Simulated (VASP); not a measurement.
Crystal: TiMnH6.

```
Ti Mn H
1.0
     0.00000    3.78889    3.78889
     3.78889    0.00000    3.78889
     3.78889    3.78889    0.00000
Ti Mn H
1 1 6
Direct
  0.50000 0.50000 0.50000
  0.00000 0.00000 0.00000
  0.75000 0.25000 0.25000
  0.25000 0.75000 0.75000
  0.25000 0.75000 0.25000
  0.75000 0.25000 0.75000
  0.25000 0.25000 0.75000
  0.75000 0.75000 0.25000
```

- Program: VASP 6.6.1
- Task: relaxation of cell and atoms
- Functional: PBE
- Potentials or basis: VASP PAW PBE potentials, release 64 (Ti_sv, Mn_pv, H)
- Cutoff: 600 eV
- k mesh: 4 × 4 × 4
- Occupations: gaussian, width 0.1 eV
- Spin: collinear spin, ferromagnetic start
- Starting moments: [0.0, 4.0, 0.0, 0.0, 0.0, 0.0, 0.0, 0.0] μB

At the start: pressure -5.9 GPa; volume 13.60 Å³/atom.

Q: How do energy, volume and symmetry change on relaxing?

A: Over 9 steps the energy falls by 108.0 meV/atom and the volume is 10.15 Å³/atom (-25.4 %); space group Fm-3m (No. 225, to 0.05 Å); moment 1.15 μB per cell.

The path:
| step | energy change (eV) | largest force (eV/Å) | pressure (GPa) | volume (Å³) |
| --- | --- | --- | --- | --- |
| 1 | 0.0000 | 0.1385 | -5.89 | 108.78 |
| 2 | -0.2392 | 0.2254 | -3.67 | 101.10 |
| 3 | -0.3809 | 0.5113 | -1.79 | 93.08 |
| 4 | -0.5656 | 1.2279 | 2.76 | 78.34 |
| 5 | -0.6656 | 0.8161 | 4.88 | 75.12 |
| 6 | -0.6704 | 0.5805 | 6.27 | 73.76 |
| 7 | -0.7638 | 0.3854 | 4.35 | 75.67 |
| 8 | -0.8633 | 0.0437 | -0.23 | 81.61 |
| 9 | -0.8639 | 0.0220 | 0.05 | 81.19 |

Final structure:
```
Ti Mn H
1.0
     0.00000    3.43687    3.43687
     3.43687    0.00000    3.43687
     3.43687    3.43687    0.00000
Ti Mn H
1 1 6
Cartesian
  3.4369 3.4369 3.4369
  0.0000 0.0000 0.0000
  1.6090 3.4369 3.4369
  5.2648 3.4369 3.4369
  3.4369 1.6090 3.4369
  3.4369 5.2648 3.4369
  3.4369 3.4369 1.6090
  3.4369 3.4369 5.2648
```

Caveat: the volume moved by over 15 % at a fixed basis, so the end points are rough.
